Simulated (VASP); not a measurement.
# Zr2BiN2 (P4_2/mmc) in VASP: a series of runs

Zr2BiN2 is run at these levels: PBE; tasks: single point.

All numbers are computed with VASP 6.6.1; they aren't measurements. Logs are shortened: lines on timing, memory, paths and dates and some standing lists are left out, and cuts for length are marked.

### 1 The cell of the first run

The structure is tetragonal, space group P4_2/mmc (No. 131). Conventional cell: a = 4.153 Å, b = 4.153 Å, c = 8.129 Å, α = 90.00°, β = 90.00°, γ = 90.00°. Zr (site symmetry m2m) has 2 N at 1.76 Å and 1 Zr at 1.82 Å within 2.3 Å. Bi (site symmetry -4m2) has 8 N at 3.00 Å and 8 Zr at 3.04 Å within 4.0 Å. Within 2.0 Å of N (site symmetry m2m) lie 1 N at 1.53 Å and 2 Zr at 1.76 Å.

### 2 Single point, PBE

Input file INCAR:

```
  PREC = Accurate
  ENCUT = 520
  EDIFF = 1E-6
  ISMEAR = 0
  SIGMA = 0.1
  LREAL = F
  LASPH = T
  NELM = 100
  ALGO = Normal
  ISIF = 2
  LWAVE = F
  LCHARG = F
  GGA = PE
  NBANDS = 60
```

Input file KPOINTS:

```
regular mesh
0
Gamma
  4 4 2
```

Input file POSCAR:

```
Zr2BiN2
1.0
    4.1530123200      0.0000000000      0.0000000000
    0.0000000000      4.1530123200      0.0000000000
    0.0000000000      0.0000000000      8.1290168600
Zr Bi N
4 2 4
Direct
    0.2190060000      0.5000000000      0.0000000000
    0.7809940000      0.5000000000      0.0000000000
    0.5000000000      0.2190060000      0.5000000000
    0.5000000000      0.7809940000      0.5000000000
    0.0000000000      0.0000000000      0.7500000000
    0.0000000000      0.0000000000      0.2500000000
    0.5000000000      0.1843700000      0.0000000000
    0.5000000000      0.8156300000      0.0000000000
    0.8156300000      0.5000000000      0.5000000000
    0.1843700000      0.5000000000      0.5000000000
```

Potentials or basis: VASP PAW PBE potentials, release 64 (Zr_sv, Bi_d, N).

Started as:

```
$ cat potpaw_PBE.64/Zr_sv/POTCAR potpaw_PBE.64/Bi_d/POTCAR potpaw_PBE.64/N/POTCAR > POTCAR
$ mpirun -np 1 vasp_std > vasp.out
```

OUTCAR:

```text
PREC = Accurate
   ENCUT = 520
   EDIFF = 1E-6
   ISMEAR = 0
   LREAL = F
   LASPH = T
   NELM = 100
   ISIF = 2
   GGA = PE

 ion  position               nearest neighbor table
   1  0.219  0.500  0.000-   7 1.76   8 1.76   2 1.82   2 2.33   5 3.04   6 3.04   5 3.04   6 3.04

   2  0.781  0.500  0.000-   7 1.76   8 1.76   1 1.82   1 2.33   6 3.04   5 3.04   6 3.04   5 3.04

   3  0.500  0.219  0.500-   9 1.76  10 1.76   4 1.82   4 2.33   5 3.04   6 3.04   5 3.04   6 3.04

   4  0.500  0.781  0.500-   9 1.76  10 1.76   3 1.82   3 2.33   6 3.04   5 3.04   5 3.04   6 3.04

   5  0.000  0.000  0.750-   1 3.04   2 3.04   3 3.04   4 3.04   1 3.04   2 3.04   3 3.04   4 3.04

   6  0.000  0.000  0.250-   1 3.04   2 3.04   3 3.04   4 3.04   1 3.04   2 3.04   3 3.04   4 3.04

   7  0.500  0.184  0.000-   8 1.53   2 1.76   1 1.76
   8  0.500  0.816  0.000-   7 1.53   2 1.76   1 1.76
   9  0.816  0.500  0.500-  10 1.53   4 1.76   3 1.76
  10  0.184  0.500  0.500-   9 1.53   4 1.76   3 1.76

 -----------------------------------------------------------------------------
|                                                                             |
|           W    W    AA    RRRRR   N    N  II  N    N   GGGG   !!!           |
|           W    W   A  A   R    R  NN   N  II  NN   N  G    G  !!!           |
|           W    W  A    A  R    R  N N  N  II  N N  N  G       !!!           |
|           W WW W  AAAAAA  RRRRR   N  N N  II  N  N N  G  GGG   !            |
|           WW  WW  A    A  R   R   N   NN  II  N   NN  G    G                |
|           W    W  A    A  R    R  N    N  II  N    N   GGGG   !!!           |
|                                                                             |
|     The distance between some ions is very small. Please check the          |
|     nearest-neighbor list in the OUTCAR file.                               |
|     I HOPE YOU KNOW WHAT YOU ARE DOING!                                     |
|                                                                             |
 -----------------------------------------------------------------------------

  LATTYP: Found a simple tetragonal cell.
 ALAT       =     4.1530123200
 C/A-ratio  =     1.9573784602

  Lattice vectors:

 A1 = (   4.1530123200,   0.0000000000,   0.0000000000)
 A2 = (   0.0000000000,   4.1530123200,   0.0000000000)
 A3 = (   0.0000000000,   0.0000000000,   8.1290168600)

Analysis of symmetry for initial positions (statically):
=====================================================================
 Subroutine PRICEL returns:
 Original cell was already a primitive cell.

 Routine SETGRP: Setting up the symmetry group for a
 simple tetragonal supercell.

 Subroutine GETGRP returns: Found 16 space group operations
 (whereof  8 operations were pure point group operations)
 out of a pool of 16 trial point group operations.

The static configuration has the point symmetry D_2h.
 The point group associated with its full space group is D_4h.

Analysis of symmetry for dynamics (positions and initial velocities):
=====================================================================
 Subroutine PRICEL returns:
 Original cell was already a primitive cell.

 Routine SETGRP: Setting up the symmetry group for a
 simple tetragonal supercell.

 Subroutine GETGRP returns: Found 16 space group operations
 (whereof  8 operations were pure point group operations)
 out of a pool of 16 trial point group operations.

The dynamic configuration has the point symmetry D_2h.
 The point group associated with its full space group is D_4h.

 Subroutine INISYM returns: Found 16 space group operations
 (whereof  8 operations are pure point group operations),
 and found     1 'primitive' translations

----------------------------------------------------------------------------------------

                                     Primitive cell

  volume of cell :     140.2053

  direct lattice vectors                    reciprocal lattice vectors
     4.153012320  0.000000000  0.000000000     0.240789076  0.000000000  0.000000000
     0.000000000  4.153012320  0.000000000     0.000000000  0.240789076  0.000000000
     0.000000000  0.000000000  8.129016860     0.000000000  0.000000000  0.123016106

  length of vectors
     4.153012320  4.153012320  8.129016860     0.240789076  0.240789076  0.123016106

  position of ions in fractional coordinates (direct lattice)
     0.219006000  0.500000000  0.000000000
     0.780994000  0.500000000  0.000000000
     0.500000000  0.219006000  0.500000000
     0.500000000  0.780994000  0.500000000
     0.000000000  0.000000000  0.750000000
     0.000000000  0.000000000  0.250000000
     0.500000000  0.184370000  0.000000000
     0.500000000  0.815630000  0.000000000
     0.815630000  0.500000000  0.500000000
     0.184370000  0.500000000  0.500000000

  ion indices of the primitive-cell ions
   primitive index   ion index
                 1           1
                 2           2
                 3           3
                 4           4
                 5           5
                 6           6
                 7           7
                 8           8
                 9           9
                10          10

----------------------------------------------------------------------------------------

 KPOINTS: regular mesh

Automatic generation of k-mesh.
 Grid dimensions read from file:
 generate k-points for:    4    4    2

 Generating k-lattice:

  Cartesian coordinates                     Fractional coordinates (reciprocal lattice)
     0.060197269  0.000000000  0.000000000     0.250000000  0.000000000  0.000000000
     0.000000000  0.060197269  0.000000000     0.000000000  0.250000000  0.000000000
     0.000000000  0.000000000  0.061508053     0.000000000  0.000000000  0.500000000

  Length of vectors
     0.060197269  0.060197269  0.061508053

  Shift w.r.t. Gamma in fractional coordinates (k-lattice)
     0.000000000  0.000000000  0.000000000

 Subroutine IBZKPT returns following result:
 ===========================================

 Found     12 irreducible k-points:

 Following reciprocal coordinates:
            Coordinates               Weight
  0.000000  0.000000  0.000000      1.000000
  0.250000  0.000000  0.000000      4.000000
  0.500000  0.000000  0.000000      2.000000
  0.250000  0.250000  0.000000      4.000000
  0.500000  0.250000  0.000000      4.000000
  0.500000  0.500000  0.000000      1.000000
  0.000000  0.000000  0.500000      1.000000
  0.250000  0.000000  0.500000      4.000000
  0.500000  0.000000  0.500000      2.000000
  0.250000  0.250000  0.500000      4.000000
  0.500000  0.250000  0.500000      4.000000
  0.500000  0.500000  0.500000      1.000000
   k-points           NKPTS =     12   k-points in BZ     NKDIM =     12   number of bands    NBANDS=     60
   number of dos      NEDOS =    301   number of ions     NIONS =     10
   total plane-waves  NPLWV =  61440
   dimension x,y,z NGX =    32 NGY =   32 NGZ =   60
   dimension x,y,z NGXF=    64 NGYF=   64 NGZF=  120
   ions per type =               4   2   4
   NGX,Y,Z   is equivalent  to a cutoff of  12.81, 12.81, 12.27 a.u.
   NGXF,Y,Z  is equivalent  to a cutoff of  25.62, 25.62, 24.54 a.u.
 SYSTEM =  unknown system
   PREC   = accura    normal or accurate (medium, high low for compatibility)
   ISTART =      0    job   : 0-new  1-cont  2-samecut
   ICHARG =      2    charge: 1-file 2-atom 10-const
   ISPIN  =      1    spin polarized calculation?
   LNONCOLLINEAR =      F non collinear calculations
   LSORBIT =      F    spin-orbit coupling
   LASPH  =      T    aspherical Exc in radial PAW
   ENCUT  =  520.0 eV  38.22 Ry    6.18 a.u.   7.72  7.72 15.11*2*pi/ulx,y,z
   NELM   =    100;   NELMIN=  2; NELMDL= -5     # of ELM steps
   EDIFF  = 0.1E-05   stopping-criterion for ELM
   LREAL  =      F    real-space projection
   EDIFFG = 0.1E-04   stopping-criterion for IOM
   NSW    =      0    number of steps for IOM
   IBRION =     -1    ionic relax: 0-MD 1-quasi-New 2-CG
   NFREE  =      0    steps in history (QN), initial steepest desc. (CG)
   ISIF   =      2    stress and relaxation
   ISYM   =      2    0-nonsym 1-usesym 2-fastsym
   POTIM  = 0.5000    time-step for ionic-motion
   TEBEG  =    0.0;   TEEND  =   0.0 temperature during run
   PSTRESS=    0.0 pullay stress
   NELECT =      98.0000    total number of electrons
   NUPDOWN=      -1.0000    fix difference up-down
   EMIN   =  10.00;   EMAX   =-10.00  energy-range for DOS
   EFERMI =   0.00;   METHOD = LEGACY
   ISMEAR =     0;   SIGMA  =   0.10  broadening in eV -4-tet -1-fermi 0-gaus
   EFERMI_NEDOS =   21; number of points for ismear=-14 and -15
   IALGO  =     38    algorithm
   IMIX   =      4    mixing-type and parameters
     AMIX     =   0.40;   BMIX     =  1.00
     AMIX_MAG =   1.60;   BMIX_MAG =  1.00
  volume/ion in A,a.u.               =      14.02        94.62
  Fermi-wavevector in a.u.,A,eV,Ry     =   1.452877  2.745538 28.719860  2.110850
  Thomas-Fermi vector in A             =   2.570208
   LORBIT       =      0    0 simple, 1 ext, 2 COOP (PROOUT), +10 PAW based schemes
   GGA     = PE    functional components
   LHFCALC =     F    Hartree Fock is set to
   AEXX    =    0.0000 exact exchange contribution
   IVDW    =     0    specifies the selected vdW correction
   LEPSILON=     F    determine dielectric tensor
   LRPA    =     F    only Hartree local field effects (RPA)
 non-spin polarized calculation
 Gauss-broadening in eV      SIGMA  =   0.10
  energy-cutoff  :      520.00
  volume of cell :      140.21
 maximum number of plane-waves:      3796
 NGX is ok and might be reduce to    32
   NGX = 15   NGY = 15   NGZ = 31

 number of electron      97.9999994 magnetization

 Free energy of the ion-electron system (eV)
  ---------------------------------------------------
  ext. energy  EPLUGINS =         0.00000000
  ---------------------------------------------------
  free energy    TOTEN  =       -42.02162481 eV

  energy without entropy =      -41.98962728  energy(sigma->0) =      -42.00562605

 E-fermi :  11.0449     XC(G=0): -11.9342

 val. band max:       11.0144731887   @ k =   0.2500   0.0000   0.5000
 cond. band min:      11.0815179102   @ k =   0.0000   0.0000   0.0000
 fundamental gap:      0.0670447215
 Fermi energy:        11.0449013790

 k-point     1 :       0.0000    0.0000    0.0000
  band No.  band energies     occupation
      1     -39.7561      2.00000
      2     -39.7548      2.00000
      3     -35.3149      2.00000
      4     -35.3149      2.00000
      5     -22.6494      2.00000
      6     -22.6478      2.00000
[... 52 lines left out ...]
     59      14.9394      0.00000
     60      15.9263      0.00000

 k-point     2 :       0.2500    0.0000    0.0000
  band No.  band energies     occupation
      1     -39.7540      2.00000
      2     -39.5634      2.00000
      3     -35.7847      2.00000
      4     -35.3136      2.00000
      5     -22.6387      2.00000
      6     -21.3820      2.00000
[... 52 lines left out ...]
     59      15.8555      0.00000
     60      16.0423      0.00000

 k-point     3 :       0.5000    0.0000    0.0000
  band No.  band energies     occupation
      1     -39.7525      2.00000
      2     -39.3284      2.00000
      3     -36.2730      2.00000
      4     -35.3123      2.00000
      5     -22.6286      2.00000
      6     -19.5421      2.00000
[... 556 lines left out ...]
     59      15.5189      0.00000
     60      16.0137      0.00000

 k-point    12 :       0.5000    0.5000    0.5000
  band No.  band energies     occupation
      1     -39.3263      2.00000
      2     -39.3263      2.00000
      3     -36.2686      2.00000
      4     -36.2686      2.00000
      5     -19.5350      2.00000
      6     -19.5350      2.00000
[... 52 lines left out ...]
     59      16.7938      0.00000
     60      16.7949      0.00000

------------------------ aborting loop because EDIFF is reached ----------------------------------------

  FORCE on cell =-STRESS in cart. coord.  units (eV):
  Direction    XX          YY          ZZ          XY          YZ          ZX
  --------------------------------------------------------------------------------------
  -------------------------------------------------------------------------------------
  Total      161.3663048    161.3663048     15.7406555      0.0000000      0.0000000      0.0000000
  in kB     1843.9917474   1843.9917474    179.8742240      0.0000000      0.0000000      0.0000000
  external PRESSURE =    1289.2859063 kB  Pullay stress =       0.0000000 kB

 VOLUME and BASIS-vectors are now :
 -----------------------------------------------------------------------------
  energy-cutoff  :      520.00
  volume of cell :      140.21
      direct lattice vectors                 reciprocal lattice vectors
     4.153012320  0.000000000  0.000000000     0.240789076  0.000000000  0.000000000
     0.000000000  4.153012320  0.000000000     0.000000000  0.240789076  0.000000000
     0.000000000  0.000000000  8.129016860     0.000000000  0.000000000  0.123016106

 POSITION                                       TOTAL-FORCE (eV/Angst)
 -----------------------------------------------------------------------------------
      0.90953      2.07651      0.00000        15.391192      0.000000      0.000000
      3.24348      2.07651      0.00000       -15.391192      0.000000      0.000000
      2.07651      0.90953      4.06451        -0.000000     15.391192      0.000000
      2.07651      3.24348      4.06451        -0.000000    -15.391192      0.000000
      0.00000      0.00000      6.09676        -0.000000      0.000000      0.000000
      0.00000      0.00000      2.03225        -0.000000      0.000000     -0.000000
      2.07651      0.76569      0.00000        -0.000000    -14.787198      0.000000
      2.07651      3.38732      0.00000        -0.000000     14.787198      0.000000
      3.38732      2.07651      4.06451        14.787198     -0.000000      0.000000
      0.76569      2.07651      4.06451       -14.787198     -0.000000      0.000000
 -----------------------------------------------------------------------------------
    total drift:                                0.000000      0.000000     -0.000000

  FREE ENERGIE OF THE ION-ELECTRON SYSTEM (eV)
  ---------------------------------------------------
  free  energy   TOTEN  =       -42.0216248143 eV

  energy  without entropy=      -41.9896272849  energy(sigma->0) =      -42.00562605
```

Run time: 70 s. Hardware: 1 thread of Intel Xeon 6975P-C (Granite Rapids), shared host; peak memory 0.28 GiB.

What came out:

| Property | Result |
| --- | --- |
| Free energy | -42.0216 eV |
| Pressure | 128.9 GPa |
| Largest force | 15.391 eV/Å |
| Band gap on the k mesh | zero (band 49 reaches 11.61 eV, above the bottom of band 50 at 10.99 eV) |

Forces on the atoms (eV/Å):
```
Zr   15.391   0.000   0.000
Zr  -15.391   0.000   0.000
Zr    0.000  15.391   0.000
Zr    0.000 -15.391   0.000
Bi    0.000   0.000   0.000
Bi    0.000   0.000   0.000
N     0.000 -14.787   0.000
N     0.000  14.787   0.000
N    14.787   0.000   0.000
N   -14.787   0.000   0.000
```

Caveat: the k points lie up to 0.39 Å⁻¹ apart; spin-orbit coupling is left out, which moves the levels of the heavy elements; forces of over 1 eV/Å act on the atoms, so gaps and moduli don't describe the material at rest.

### 3 Single point, PBE

This run uses another cell than the first one, of 18.06 Å³/atom, 1.288 times its volume.

Input file INCAR:

```
PREC = Accurate
ENCUT = 520
EDIFF = 1E-7
ISMEAR = 0
SIGMA = 0.1
LREAL = F
LASPH = T
NELM = 60
ALGO = Normal
ISIF = 2
LWAVE = F
LCHARG = T
GGA = PE
LELF = T
LVHAR = T
NBANDS = 60
```

Input file KPOINTS:

```
Automatic mesh
0
Gamma
  4 4 2
```

Input file POSCAR:

```
Zr2BiN2
1.0
    5.1504813430      0.0000000000      0.0000000000
    0.0000000000      5.1504813430      0.0000000000
    0.0000000000      0.0000000000      6.8067720535
Zr Bi N
4 2 4
Direct
    0.2564961287      0.5000000000      0.0000000000
    0.7435038713      0.5000000000      0.0000000000
    0.5000000000      0.2564961287      0.5000000000
    0.5000000000      0.7435038713      0.5000000000
    0.0000000000      0.0000000000      0.7500000000
    0.0000000000      0.0000000000      0.2500000000
    0.5000000000      0.1211040188      0.0000000000
    0.5000000000      0.8788959812      0.0000000000
    0.8788959812      0.5000000000      0.5000000000
    0.1211040188      0.5000000000      0.5000000000
```

Potentials or basis: VASP PAW PBE potentials, release 64 (Zr_sv, Bi_d, N).

Started as:

```
$ cat potpaw_PBE.64/Zr_sv/POTCAR potpaw_PBE.64/Bi_d/POTCAR potpaw_PBE.64/N/POTCAR > POTCAR
$ mpirun -np 1 vasp_std > vasp.out
```

Run time: 2.1 min. Hardware: 1 thread of Intel Xeon 6975P-C (Granite Rapids), shared host; peak memory 0.34 GiB.

It converged, with:

| Item | Value |
| --- | --- |
| Free energy | -73.9835 eV |
| Pressure | 0.1 GPa |
| Largest force | 0.183 eV/Å |
| Band gap on the k mesh | zero (band 49 reaches 9.61 eV, above the bottom of band 50 at 8.03 eV) |

Forces on the atoms (eV/Å):
```
Zr  -0.014  0.000  0.000
Zr   0.014  0.000  0.000
Zr   0.000 -0.014  0.000
Zr   0.000  0.014  0.000
Bi   0.000  0.000  0.000
Bi   0.000  0.000  0.000
N    0.000  0.183  0.000
N    0.000 -0.183  0.000
N   -0.183  0.000  0.000
N    0.183  0.000  0.000
```

Stress tensor (GPa, compression positive):
```
 0.29  0.00  0.00
 0.00  0.29  0.00
 0.00  0.00 -0.14
```

Levels at points of the mesh, in eV from the Fermi level:
```
           k point  band 44  band 45  band 46  band 47  band 48  band 49  band 50  band 51  band 52  band 53
(0.00, 0.00, 0.00)    -1.99    -1.94    -1.64    -1.43    -0.81     0.22     0.43     1.24     1.24     1.27
(0.50, 0.00, 0.00)    -1.63    -1.28    -1.19    -0.86    -0.25     0.11     0.55     0.80     1.11     1.61
(0.50, 0.50, 0.00)    -0.81    -0.81    -0.59    -0.59    -0.27     1.16     1.40     1.40     1.43     1.68
(0.00, 0.00, 0.50)    -2.02    -1.68    -1.68    -0.69    -0.69     0.27     0.27     0.89     0.89     1.39
(0.50, 0.00, 0.50)    -1.48    -1.34    -1.06    -0.97    -0.67    -0.28     0.08     1.06     1.32     1.34
(0.50, 0.50, 0.50)    -1.86    -1.31    -1.31    -0.08    -0.08     1.33     1.33     1.48     1.48     2.11
```

Caveat: the k points lie up to 0.46 Å⁻¹ apart; the standard files for N, O and F lose accuracy on very short bonds; spin-orbit coupling is left out, which moves the levels of the heavy elements.
